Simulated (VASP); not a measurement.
Write the native input for VASP 6.6.1 that does the following.

| Item | Value |
| --- | --- |
| Task | single point |
| Functional | PBE |
| Potentials or basis | VASP PAW PBE potentials, release 64 (Nb_sv, Si, B) |
| Cutoff | 520 eV |
| k mesh | 6 × 6 × 4 |
| Occupations | gaussian, width 0.1 eV |
| Spin | no spin polarisation |
| Dipole correction | no |
| Further INCAR settings | ALGO = Normal; EDIFF = 1e-06; NBANDS = 26 |

The structure of Nb2SiB2 lies in POSCAR:

```
Nb2SiB2
1.0
    3.7463590900      0.0000000000      0.0000000000
   -1.8731795400      3.2444421400      0.0000000000
    0.0000000000      0.0000000000      5.9060672200
Nb Si B
2 1 2
Direct
    0.3333333300      0.6666666700      0.2601999900
    0.6666666700      0.3333333300      0.7398000100
    0.0000000000      0.0000000000      0.0000000000
    0.3333333300      0.6666666700      0.6442000300
    0.6666666700      0.3333333300      0.3557999700
```

The cell was generated, and may not be a known phase.

One way to write it, as run:

INCAR

```
PREC = Accurate
ENCUT = 520
EDIFF = 1E-6
ISMEAR = 0
SIGMA = 0.1
LREAL = False
LASPH = True
NELM = 80
ALGO = Normal
ISIF = 2
LWAVE = False
LCHARG = False
GGA = PE
NBANDS = 26
```

KPOINTS

```
Automatic mesh
0
Gamma
  6 6 4
```

Potentials or basis: VASP PAW PBE potentials, release 64 (Nb_sv, Si, B).

The run is started by

```sh
$ cat potpaw_PBE.64/Nb_sv/POTCAR potpaw_PBE.64/Si/POTCAR potpaw_PBE.64/B/POTCAR > POTCAR
$ mpirun -np 1 vasp_std > vasp.out
```

It gave:

```
Pressure               : -0.6 GPa
Largest force          : 0.445 eV/Å
Band gap on the k mesh : zero (bands 18 and 19 overlap by 0.87 eV)
```

Caveat: the stress differs along the axes, from -5 to 1 GPa.

Run time: 43 s on 1 thread of Intel(R) Xeon(R) Platinum 8488C (Sapphire Rapids) (shared host), peak memory 0.2 GiB.
